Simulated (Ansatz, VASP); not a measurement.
**Two plane-wave programs on Al3BN2**

```
Al B N
1.0
     3.01123   -3.01349    0.00000
     3.01123    3.01349    0.00000
     0.00000    0.00000    5.16548
Al B N
3 1 2
Direct
  0.00000 0.50000 0.99971
  0.50000 0.00000 0.00029
  0.50000 0.50000 0.50000
  0.00000 0.00000 0.00000
  0.50000 0.50000 0.13662
  0.50000 0.50000 0.86338
```

Alike in both runs: functional PBE; k mesh 3 × 3 × 2; occupations gaussian, width 0.15 eV; no spin polarisation.

Ansatz relaxed the structure, and its values are those at the end. VASP's run is a single point on that final structure, the one shown.

|  | VASP | Ansatz |
| --- | --- | --- |
| version | VASP 6.6.1 | Ansatz 0.2.0 |
| potentials or method | VASP PAW PBE potentials, release 64 (Al, B, N), cutoff 600 eV | scalar-relativistic, plane waves, PAW |
| valence electrons in the cell | 22 | 22 |

Ansatz gave:

| Property | Result |
| --- | --- |
| gap on the k mesh at the Fermi level (eV) | none |
| pressure (GPa) | 0.0 |
| rms of the force components (eV/Å) | 0.018 |

Q: Which values does VASP return?

A: gap on the k mesh at the Fermi level (eV): none; pressure (GPa): 0.0; rms of the force components (eV/Å): 0.051.

A gap of «none» marks a metal or a gap that the smearing closes.

The k mesh is coarse, so the values compare programs but aren't converged.
